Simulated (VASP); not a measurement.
# MnS (Fm-3m) in VASP: further runs, part 2 of 2

VASP 6.6.1. The steps go on from the part before.

## (5) Single point, PBE

The input, INCAR:

```
SYSTEM = MnS
PREC = Accurate
ENCUT = 520
EDIFF = 1E-6
ISMEAR = -1
SIGMA = 0.05
LREAL = .False.
LASPH = .True.
NELM = 60
ALGO = Normal
ISIF = 2
LWAVE = .False.
LCHARG = .False.
GGA = PE
NBANDS = 16
```

The input, KPOINTS:

```
regular mesh
0
Gamma
  9 9 9
  0 0 0
```

The input, POSCAR:

```
MnS
1.0
    0.0000000000      2.6045000000      2.6045000000
    2.6045000000      0.0000000000      2.6045000000
    2.6045000000      2.6045000000      0.0000000000
Mn S
1 1
Direct
    0.0000000000      0.0000000000      0.0000000000
    0.5000000000      0.5000000000      0.5000000000
```

Potentials or basis: VASP PAW PBE potentials, release 64 (Mn_pv, S).

Run with:

```bash
> cat potpaw_PBE.64/Mn_pv/POTCAR potpaw_PBE.64/S/POTCAR > POTCAR
> mpirun -np 1 vasp_std > vasp.out
```

OUTCAR:

```text
SYSTEM = MnS
   PREC = Accurate
   ENCUT = 520
   EDIFF = 1E-6
   ISMEAR = -1
   LREAL = .False.
   LASPH = .True.
   NELM = 60
   ISIF = 2
   GGA = PE

 ion  position               nearest neighbor table
   1  0.000  0.000  0.000-   2 2.60   2 2.60   2 2.60   2 2.60   2 2.60   2 2.60
   2  0.500  0.500  0.500-   1 2.60   1 2.60   1 2.60   1 2.60   1 2.60   1 2.60

  LATTYP: Found a face centered cubic cell.
 ALAT       =     5.2090000000

  Lattice vectors:

 A1 = (   0.0000000000,   2.6045000000,   2.6045000000)
 A2 = (   2.6045000000,   0.0000000000,   2.6045000000)
 A3 = (   2.6045000000,   2.6045000000,   0.0000000000)

Analysis of symmetry for initial positions (statically):
=====================================================================
 Subroutine PRICEL returns:
 Original cell was already a primitive cell.

 Routine SETGRP: Setting up the symmetry group for a
 face centered cubic supercell.

 Subroutine GETGRP returns: Found 48 space group operations
 (whereof 48 operations were pure point group operations)
 out of a pool of 48 trial point group operations.

The static configuration has the point symmetry O_h .

Analysis of symmetry for dynamics (positions and initial velocities):
=====================================================================
 Subroutine PRICEL returns:
 Original cell was already a primitive cell.

 Routine SETGRP: Setting up the symmetry group for a
 face centered cubic supercell.

 Subroutine GETGRP returns: Found 48 space group operations
 (whereof 48 operations were pure point group operations)
 out of a pool of 48 trial point group operations.

The dynamic configuration has the point symmetry O_h .

 Subroutine INISYM returns: Found 48 space group operations
 (whereof 48 operations are pure point group operations),
 and found     1 'primitive' translations

----------------------------------------------------------------------------------------
[... 110 lines left out ...]
   IALGO  =     38    algorithm
   IMIX   =      4    mixing-type and parameters
     AMIX     =   0.40;   BMIX     =  1.00
     AMIX_MAG =   1.60;   BMIX_MAG =  1.00
  volume/ion in A,a.u.               =      17.67       119.23
  Fermi-wavevector in a.u.,A,eV,Ry     =   1.331246  2.515690 24.112464  1.772216
  Thomas-Fermi vector in A             =   2.460272
   LORBIT       =      0    0 simple, 1 ext, 2 COOP (PROOUT), +10 PAW based schemes
   GGA     = PE    functional components
   LHFCALC =     F    Hartree Fock is set to
   AEXX    =    0.0000 exact exchange contribution
   IVDW    =     0    specifies the selected vdW correction
   LEPSILON=     F    determine dielectric tensor
   LRPA    =     F    only Hartree local field effects (RPA)
 non-spin polarized calculation
  energy-cutoff  :      520.00
  volume of cell :       35.33
 maximum number of plane-waves:       963
   NGX = 13   NGY = 13   NGZ = 13

 number of electron      18.9999987 magnetization

 Free energy of the ion-electron system (eV)
  ---------------------------------------------------
  ext. energy  EPLUGINS =         0.00000000
  ---------------------------------------------------
  free energy    TOTEN  =       -11.93250949 eV

  energy without entropy =      -11.85021738  energy(sigma->0) =      -11.89136344

 E-fermi :   6.0420     XC(G=0): -10.7282

 val. band max:        6.0263299509   @ k =  -0.3333   0.1111   0.0000
 cond. band min:       6.0420955664   @ k =  -0.3333   0.2222   0.0000
 fundamental gap:      0.0157656155
 Fermi energy:         6.0420109923

 k-point     1 :       0.0000    0.0000    0.0000
  band No.  band energies     occupation
      1     -41.7476      2.00000
      2     -41.7476      2.00000
      3     -41.7476      2.00000
      4      -8.2347      2.00000
      5       4.3962      2.00000
      6       4.3962      2.00000
[... 433 lines left out ...]
      3     -41.7511      2.00000
      4      -6.9135      2.00000
      5       0.6517      2.00000
      6       2.9448      2.00000
[... 8 lines left out ...]
     15      16.5042      0.00000
     16      18.3656      0.00000

 [... further k-points ...]

------------------------ aborting loop because EDIFF is reached ----------------------------------------

  FORCE on cell =-STRESS in cart. coord.  units (eV):
  Direction    XX          YY          ZZ          XY          YZ          ZX
  --------------------------------------------------------------------------------------
  -------------------------------------------------------------------------------------
  Total       -5.1140382     -5.1140382     -5.1140382      0.0000000     -0.0000000     -0.0000000
  in kB     -231.8843664   -231.8843664   -231.8843664      0.0000000     -0.0000000     -0.0000000
  external PRESSURE =    -231.8843664 kB  Pullay stress =       0.0000000 kB

 VOLUME and BASIS-vectors are now :
 -----------------------------------------------------------------------------
  energy-cutoff  :      520.00
  volume of cell :       35.33
      direct lattice vectors                 reciprocal lattice vectors
     0.000000000  2.604500000  2.604500000    -0.191975427  0.191975427  0.191975427
     2.604500000  0.000000000  2.604500000     0.191975427 -0.191975427  0.191975427
     2.604500000  2.604500000  0.000000000     0.191975427  0.191975427 -0.191975427

 POSITION                                       TOTAL-FORCE (eV/Angst)
 -----------------------------------------------------------------------------------
      0.00000      0.00000      0.00000         0.000000     -0.000000      0.000000
      2.60450      2.60450      2.60450        -0.000000      0.000000     -0.000000
 -----------------------------------------------------------------------------------
    total drift:                               -0.000000      0.000000      0.000000

  FREE ENERGIE OF THE ION-ELECTRON SYSTEM (eV)
  ---------------------------------------------------
  free  energy   TOTEN  =       -11.9325094913 eV

  energy  without entropy=      -11.8502173840  energy(sigma->0) =      -11.89136344
```

OSZICAR:

```text
N       E                     dE             d eps       ncg     rms          rms(c)
DAV:   1     0.140727895307E+03    0.14073E+03   -0.10534E+04  1128   0.121E+03
DAV:   2    -0.741185508371E+01   -0.14814E+03   -0.14304E+03  1296   0.325E+02
DAV:   3    -0.133968643075E+02   -0.59850E+01   -0.59225E+01  1368   0.703E+01
DAV:   4    -0.134687665569E+02   -0.71902E-01   -0.71887E-01  1336   0.810E+00
DAV:   5    -0.134702483153E+02   -0.14818E-02   -0.14817E-02  1360   0.119E+00    0.109E+01
DAV:   6    -0.143898951023E+02   -0.91965E+00   -0.17789E+01  1136   0.476E+01    0.174E+01
DAV:   7    -0.119948231193E+02    0.23951E+01   -0.12770E+01  1120   0.377E+01    0.378E+00
DAV:   8    -0.119292631495E+02    0.65560E-01   -0.45465E-01  1120   0.639E+00    0.886E-01
DAV:   9    -0.119320493237E+02   -0.27862E-02   -0.30202E-02  1120   0.178E+00    0.397E-01
DAV:  10    -0.119324744461E+02   -0.42512E-03   -0.10727E-03  1512   0.372E-01    0.181E-01
DAV:  11    -0.119325799281E+02   -0.10548E-03   -0.53823E-04  1416   0.281E-01    0.762E-02
DAV:  12    -0.119325081953E+02    0.71733E-04   -0.20909E-04  1152   0.194E-01    0.792E-03
DAV:  13    -0.119325094703E+02   -0.12750E-05   -0.86385E-06  1192   0.194E-02    0.623E-03
DAV:  14    -0.119325094913E+02   -0.20951E-07   -0.20106E-07   648   0.572E-03
   1 F= -.11932509E+02 E0= -.11891363E+02  d E =-.822921E-01
```

stdout:

```text
POSCAR found type information on POSCAR MnS
 POSCAR found :  2 types and       2 ions
 scaLAPACK will be used
 LDA part: xc-table for (Slater+PW92), standard interpolation
 POSCAR, INCAR and KPOINTS ok, starting setup
 FFT: planning ... GRIDC
 FFT: planning ... GRID_SOFT
 FFT: planning ... GRID
 WAVECAR not read
 entering main loop
```

Run time: 19 s. Hardware: 1 thread of AMD EPYC 7R13 (Zen 3), shared host; peak memory 0.13 GiB.

What came out:

- Free energy: -11.9325 eV
- Pressure: -23.2 GPa

Caveat: the run has no spin polarisation, though such a crystal can be magnetic; semilocal functionals often make such compounds metallic where correlation or magnetic order opens a gap, which also shifts bond lengths. Spin polarisation is off, so any magnetic state and its effect on volume and gap are missing.

## (6) Single point, PBE, collinear spin, ferromagnetic start

The input, INCAR:

```
SYSTEM = MnS
PREC = Accurate
ENCUT = 520
EDIFF = 1E-7
ISMEAR = -1
SIGMA = 0.05
LREAL = .False.
LASPH = .True.
NELM = 150
ALGO = Normal
ISIF = 2
LWAVE = .False.
LCHARG = .True.
ISPIN = 2
MAGMOM = 0.92 0
LORBIT = 11
LMAXMIX = 4
GGA = PE
LELF = .True.
LVHAR = .True.
NBANDS = 20
```

The input, KPOINTS:

```
Automatic mesh
0
Gamma
  9 9 9
  0 0 0
```

POSCAR is that of step 5.

Potentials or basis: VASP PAW PBE potentials, release 64 (Mn_pv, S).

Run with:

```bash
> cat potpaw_PBE.64/Mn_pv/POTCAR potpaw_PBE.64/S/POTCAR > POTCAR
> mpirun -np 1 vasp_std > vasp.out
```

It took 61 s on 1 thread of AMD EPYC 7R13 (Zen 3), shared host; peak memory 0.16 GiB.

It converged, with:

* Free energy: -14.0698 eV
* Pressure: -2.9 GPa
* Net moment: 4.71 μB per cell
* Site moments: Mn +4.26; S +0.11 μB
* Valence electrons inside the program's atomic spheres: Mn 11.30; S 3.73

Levels at points of the mesh, in eV from the Fermi level:
Spin up:
| k point | band 10 | band 11 | band 12 | band 13 | band 14 | band 15 |
| --- | --- | --- | --- | --- | --- | --- |
| (0.00, 0.00, 0.00) | -1.87 | -1.87 | -1.87 | 1.72 | 8.60 | 8.60 |
Spin down:
```tsv
k point	band 3	band 4	band 5	band 6	band 7	band 8	band 9	band 10	band 11	band 12
(0.00, 0.00, 0.00)	-46.16	-14.28	-1.65	-1.65	-1.65	0.32	0.32	0.32	0.36	0.36
```

Caveat: a cell with one magnetic atom can't hold antiferromagnetic order, which such compounds often take; semilocal functionals often make such compounds metallic where correlation or magnetic order opens a gap, which also shifts bond lengths. With open d or f shells a metallic result of PBE can be an artefact of self-interaction; +U or a hybrid may open a gap.

## (7) Overview

```tsv
level	spin	smearing	gap on the mesh (eV)	pressure (GPa)	moment (μB)
RPBE	collinear, ferromagnetic start	fermi-dirac 0.05 eV	none	0.5	4.77
PBE	collinear, ferromagnetic start	gaussian 0.027 eV	none	-2.9	4.72
PBE	collinear, ferromagnetic start	gaussian 0.026 eV	none	-2.9	4.72
PBE	off	fermi-dirac 0.05 eV	none	-23.2	-
PBE	collinear, ferromagnetic start	fermi-dirac 0.05 eV	none	-2.9	4.71
```

Alike in all rows: task single point; potentials or basis VASP PAW PBE potentials, release 64 (Mn_pv, S); cell as given; k mesh 9 × 9 × 9; cutoff (eV) 520.

Every run on the cell as given and a fine mesh finds a metal. The pressure there spans -23.2 GPa (PBE) to 0.5 GPa (RPBE); a positive pressure means that this level wants a larger cell, a negative one a smaller.

Caveats: semilocal functionals often make such compounds metallic where correlation or magnetic order opens a gap, which also shifts bond lengths; a cell with one magnetic atom can't hold antiferromagnetic order, which such compounds often take (some runs); the PAW data sets were made with another functional, which shifts forces and pressure a little (some runs).

Total energies depend on the potentials used, so only differences within one code and one set of settings carry meaning.
